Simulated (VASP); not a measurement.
# W (I4/mmm) in VASP: a series of runs, part 3 of 3

VASP 6.6.1.

## (6) Single point, PBEsol (strain -0.040 along x and y, +0.000 along z)

INCAR

```
  PREC = Accurate
  ENCUT = 520
  EDIFF = 1E-6
  ISMEAR = 0
  SIGMA = 0.15
  LREAL = False
  LASPH = True
  NELM = 100
  ALGO = Fast
  ISIF = 2
  LWAVE = False
  LCHARG = True
  GGA = PS
  LELF = True
  LVHAR = True
  NBANDS = 13
```

KPOINTS

```
regular mesh
0
Gamma
  20 20 20
```

POSCAR

```
W
1.0
    0.0000000000      1.9488000000      2.0300000000
    1.9488000000      0.0000000000      2.0300000000
    1.9488000000      1.9488000000      0.0000000000
W
1
Direct
    0.0000000000      0.0000000000      0.0000000000
```

Potentials or basis: VASP PAW PBE potentials, release 64 (W_sv).

On the command line:

```
$ cat potpaw_PBE.64/W_sv/POTCAR > POTCAR
$ mpirun -np 1 vasp_std > vasp.out
```

OUTCAR:

```text
PREC = Accurate
   ENCUT = 520
   EDIFF = 1E-6
   ISMEAR = 0
   LREAL = False
   LASPH = True
   NELM = 100
   ISIF = 2
   GGA = PS

 ion  position               nearest neighbor table
   1  0.000  0.000  0.000-

  LATTYP: Found a body centered tetragonal cell.
 ALAT       =     2.7560193904
 C/A-ratio  =     1.4731391275

  Lattice vectors:

 A1 = (  -1.9488000000,   0.0000000000,   2.0300000000)
 A2 = (   1.9488000000,   0.0000000000,   2.0300000000)
 A3 = (   0.0000000000,   1.9488000000,  -2.0300000000)

Analysis of symmetry for initial positions (statically):
=====================================================================
 Subroutine PRICEL returns:
 Original cell was already a primitive cell.

 Routine SETGRP: Setting up the symmetry group for a
 body centered tetragonal supercell.

 Subroutine GETGRP returns: Found 16 space group operations
 (whereof 16 operations were pure point group operations)
 out of a pool of 16 trial point group operations.

The static configuration has the point symmetry D_4h.

Analysis of symmetry for dynamics (positions and initial velocities):
=====================================================================
[... 162 lines left out ...]
 fundamental gap:      0.0026729696
 Fermi energy:        11.2450931695

 k-point     1 :       0.0000    0.0000    0.0000
  band No.  band energies     occupation
      1     -62.3245      2.00000
      2     -25.8880      2.00000
      3     -25.8460      2.00000
      4     -25.8460      2.00000
      5       1.8649      2.00000
      6      10.1679      2.00000
      7      10.7571      2.00000
      8      10.7571      2.00000
      9      13.4841      0.00000
     10      14.3893      0.00000
     11      24.1194      0.00000
     12      28.6669      0.00000
     13      30.0802      0.00000
[... 354 lines left out ...]
  band No.  band energies     occupation
      1     -62.2037      2.00000
      2     -27.0638      2.00000
      3     -26.1012      2.00000
      4     -25.9609      2.00000
      5       5.2458      2.00000
      6      10.1839      2.00000
      7      10.4174      2.00000
      8      10.9465      1.99513
      9      15.0929      0.00000
     10      16.1980      0.00000
     11      23.0584      0.00000
     12      26.6223      0.00000
     13      31.9674      0.00000

 [... further k-points ...]
[... 5 lines left out ...]
  --------------------------------------------------------------------------------------
  -------------------------------------------------------------------------------------
  Total        0.8446924      0.8446924      1.8691927      0.0000000      0.0000000     -0.0000000
  in kB       87.7705057     87.7705057    194.2245356      0.0000000      0.0000000     -0.0000000
  external PRESSURE =     123.2551824 kB  Pullay stress =       0.0000000 kB

 VOLUME and BASIS-vectors are now :
 -----------------------------------------------------------------------------
  energy-cutoff  :      520.00
  volume of cell :       15.42
      direct lattice vectors                 reciprocal lattice vectors
     0.000000000  1.948800000  2.030000000    -0.256568144  0.256568144  0.246305419
     1.948800000  0.000000000  2.030000000     0.256568144 -0.256568144  0.246305419
     1.948800000  1.948800000  0.000000000     0.256568144  0.256568144 -0.246305419

 POSITION                                       TOTAL-FORCE (eV/Angst)
 -----------------------------------------------------------------------------------
      0.00000      0.00000      0.00000         0.000000     -0.000000      0.000000
 -----------------------------------------------------------------------------------
    total drift:                                0.000000      0.000000     -0.000000

  FREE ENERGIE OF THE ION-ELECTRON SYSTEM (eV)
  ---------------------------------------------------
  free  energy   TOTEN  =       -13.3089478265 eV

  energy  without entropy=      -13.2959964523  energy(sigma->0) =      -13.30247214
```

OSZICAR:

```text
N       E                     dE             d eps       ncg     rms          rms(c)
DAV:   1     0.846918710979E+02    0.84692E+02   -0.74788E+03 16772   0.123E+03
DAV:   2    -0.122919270577E+02   -0.96984E+02   -0.93357E+02 18326   0.319E+02
DAV:   3    -0.139346963372E+02   -0.16428E+01   -0.16313E+01 18524   0.400E+01
DAV:   4    -0.139413722411E+02   -0.66759E-02   -0.66753E-02 18666   0.278E+00
DAV:   5    -0.139414241160E+02   -0.51875E-04   -0.51874E-04 18736   0.234E-01    0.221E+01
RMM:   6    -0.134451855427E+02    0.49624E+00   -0.37162E-01 18114   0.565E+00    0.942E+00
RMM:   7    -0.133127055473E+02    0.13248E+00   -0.26294E-01 18269   0.474E+00    0.599E-01
RMM:   8    -0.133090228073E+02    0.36827E-02   -0.10553E-02 20692   0.115E+00    0.216E-01
RMM:   9    -0.133089424015E+02    0.80406E-04   -0.15032E-03 20402   0.473E-01    0.217E-02
RMM:  10    -0.133089527091E+02   -0.10308E-04   -0.18458E-04 21797   0.171E-01    0.116E-02
RMM:  11    -0.133089466038E+02    0.61053E-05   -0.54336E-05 21232   0.887E-02    0.694E-03
RMM:  12    -0.133089478080E+02   -0.12042E-05   -0.12320E-05 18971   0.419E-02    0.138E-03
RMM:  13    -0.133089478265E+02   -0.18480E-07   -0.23333E-06 15379   0.180E-02
   1 F= -.13308948E+02 E0= -.13302472E+02  d E =-.129514E-01
```

stdout:

```text
POSCAR found type information on POSCAR W
 POSCAR found :  1 types and       1 ions
 scaLAPACK will be used
 -----------------------------------------------------------------------------
|                                                                             |
|                                                                             |
|     You enforced a specific xc type in the INCAR file but a different       |
|     I HOPE YOU KNOW WHAT YOU ARE DOING!                                     |
|                                                                             |
 -----------------------------------------------------------------------------

 LDA part: xc-table for (Slater+PW92), standard interpolation
 POSCAR, INCAR and KPOINTS ok, starting setup
 FFT: planning ... GRIDC
 FFT: planning ... GRID_SOFT
 FFT: planning ... GRID
 WAVECAR not read
 entering main loop
WARNING in EDDRMM: call to ZHEGV failed, returncode =   8  4     13
WARNING in EDDRMM: call to ZHEGV failed, returncode =   8  4     11
WARNING in EDDRMM: call to ZHEGV failed, returncode =   8  4     12
```

Run time: 70 s. Hardware: 1 thread of Intel Xeon Platinum 8559C (Emerald Rapids), shared host; peak memory 0.23 GiB.

What came out:

| Quantity | Value |
| --- | --- |
| Free energy | -13.3089 eV |
| Pressure | 12.3 GPa |
| Band gap on the k mesh | zero (band 7 reaches 14.92 eV, above the bottom of band 8 at 10.62 eV) |

Stress tensor (GPa, compression positive):
```
 8.78  0.00  0.00
 0.00  8.78  0.00
 0.00  0.00 19.42
```

Levels at points of the mesh, in eV from the Fermi level:
```tsv
k point	band 5	band 6	band 7	band 8	band 9	band 10
(0.00, 0.00, 0.00)	-9.38	-1.08	-0.49	-0.49	2.24	3.14
(0.50, 0.00, 0.00)	-6.01	-1.27	-0.63	0.81	5.25	5.62
(0.50, 0.50, 0.00)	-6.02	-4.90	2.83	5.47	6.22	6.22
(0.50, 0.00, 0.50)	-6.00	-5.00	3.68	5.33	5.90	6.63
```

Caveat: the cell differs from its parent crystal (strain -0.040 along x and y, +0.000 along z); the PAW data sets were made with another functional, which shifts forces and pressure a little; spin-orbit coupling is left out, which moves the levels of the heavy elements.

## (7) Single point, PBEsol (strain +0.000 along x and y, -0.040 along z)

INCAR

```
SYSTEM = W
PREC = Accurate ; ENCUT = 520
EDIFF = 1E-6 ; ISMEAR = 0
SIGMA = 0.15 ; LREAL = .FALSE.
LASPH = .TRUE. ; NELM = 100
ALGO = Fast ; ISIF = 2
LWAVE = .FALSE. ; LCHARG = .TRUE.
GGA = PS ; LELF = .TRUE.
LVHAR = .TRUE. ; NBANDS = 13
```

KPOINTS

```
Automatic mesh
0
G
  20 20 20
  0 0 0
```

POSCAR

```
W
1.0
    0.0000000000      2.0300000000      1.9488000000
    2.0300000000      0.0000000000      1.9488000000
    2.0300000000      2.0300000000      0.0000000000
W
1
Direct
    0.0000000000      0.0000000000      0.0000000000
```

Potentials or basis: VASP PAW PBE potentials, release 64 (W_sv).

On the command line:

```
$ cat potpaw_PBE.64/W_sv/POTCAR > POTCAR
$ mpirun -np 1 vasp_std > vasp.out
```

OUTCAR:

```text
SYSTEM = W
   PREC = Accurate
   ENCUT = 520
   EDIFF = 1E-6
   ISMEAR = 0
   LREAL = .FALSE.
   LASPH = .TRUE.
   NELM = 100
   ISIF = 2
   GGA = PS

 ion  position               nearest neighbor table
   1  0.000  0.000  0.000-

  LATTYP: Found a body centered tetragonal cell.
 ALAT       =     2.8708535316
 C/A-ratio  =     1.3576450199

  Lattice vectors:

[... 556 lines left out ...]
      2     -27.6093      2.00000
      3     -26.7465      2.00000
      4     -26.7132      2.00000
      5       4.8392      2.00000
      6       9.7414      2.00000
      7       9.8128      2.00000
      8      10.3073      1.99925
      9      14.4105      0.00000
     10      15.1589      0.00000
     11      22.3793      0.00000
     12      25.3924      0.00000
     13      31.1654      0.00000

 [... further k-points ...]
[... 5 lines left out ...]
  --------------------------------------------------------------------------------------
  -------------------------------------------------------------------------------------
  Total        0.3604187      0.3604187     -1.0033002      0.0000000     -0.0000000     -0.0000000
  in kB       35.9524513     35.9524513   -100.0811192      0.0000000     -0.0000000     -0.0000000
  external PRESSURE =      -9.3920722 kB  Pullay stress =       0.0000000 kB

 VOLUME and BASIS-vectors are now :
 -----------------------------------------------------------------------------
  energy-cutoff  :      520.00
  volume of cell :       16.06
      direct lattice vectors                 reciprocal lattice vectors
     0.000000000  2.030000000  1.948800000    -0.246305419  0.246305419  0.256568144
     2.030000000  0.000000000  1.948800000     0.246305419 -0.246305419  0.256568144
     2.030000000  2.030000000  0.000000000     0.246305419  0.246305419 -0.256568144

 POSITION                                       TOTAL-FORCE (eV/Angst)
 -----------------------------------------------------------------------------------
      0.00000      0.00000      0.00000         0.000000      0.000000      0.000000
 -----------------------------------------------------------------------------------
    total drift:                               -0.000000      0.000000      0.000000

  FREE ENERGIE OF THE ION-ELECTRON SYSTEM (eV)
  ---------------------------------------------------
  free  energy   TOTEN  =       -13.3344064938 eV

  energy  without entropy=      -13.3214366239  energy(sigma->0) =      -13.32792156
```

stdout:

```text
POSCAR found type information on POSCAR W
 POSCAR found :  1 types and       1 ions
 scaLAPACK will be used
 -----------------------------------------------------------------------------
|                                                                             |
|                                                                             |
|     You enforced a specific xc type in the INCAR file but a different       |
|     I HOPE YOU KNOW WHAT YOU ARE DOING!                                     |
|                                                                             |
 -----------------------------------------------------------------------------

 LDA part: xc-table for (Slater+PW92), standard interpolation
 POSCAR, INCAR and KPOINTS ok, starting setup
 FFT: planning ... GRIDC
 FFT: planning ... GRID_SOFT
 FFT: planning ... GRID
 WAVECAR not read
 entering main loop
WARNING in EDDRMM: call to ZHEGV failed, returncode =   8  4     11
WARNING in EDDRMM: call to ZHEGV failed, returncode =   6  3     11
```

Run time: 65 s. Hardware: 1 thread of Intel Xeon Platinum 8559C (Emerald Rapids), shared host; peak memory 0.24 GiB.

Results:

```
Free energy            : -13.3344 eV
Pressure               : -0.9 GPa
Band gap on the k mesh : zero (band 7 reaches 14.37 eV, above the bottom of band 8 at 10.07 eV)
```

Caveat: the cell differs from its parent crystal (strain +0.000 along x and y, -0.040 along z); the PAW data sets were made with another functional, which shifts forces and pressure a little; spin-orbit coupling is left out, which moves the levels of the heavy elements.

## (8) The runs side by side

| cell | gap on the mesh (eV) | pressure (GPa) |
| --- | --- | --- |
| a = 3.044, b = 3.044, c = 3.101 Å, angles 59.4, 59.4, 61.2°, 1 atom | none | -43.9 |
| a = 2.699, b = 2.699, c = 2.641 Å, angles 60.7, 60.7, 58.6°, 1 atom | none | 68.7 |
| a = 2.758, b = 2.758, c = 2.641 Å, angles 61.4, 61.4, 57.2°, 1 atom | none | 47.9 |
| a = 2.699, b = 2.699, c = 2.756 Å, angles 59.3, 59.3, 61.4°, 1 atom | none | 46.6 |
| a = 2.814, b = 2.814, c = 2.756 Å, angles 60.7, 60.7, 58.6°, 1 atom | none | 12.3 |
| a = 2.814, b = 2.814, c = 2.871 Å, angles 59.3, 59.3, 61.3°, 1 atom | none | -0.9 |

Alike in all rows: task single point; level PBEsol; potentials or basis VASP PAW PBE potentials, release 64 (W_sv); no spin polarisation; k mesh 20 × 20 × 20; cutoff (eV) 520; smearing gaussian 0.15 eV.

Caveats: the PAW data sets were made with another functional, which shifts forces and pressure a little; spin-orbit coupling is left out, which moves the levels of the heavy elements.

Total energies depend on the potentials used, so only differences within one code and one set of settings carry meaning.
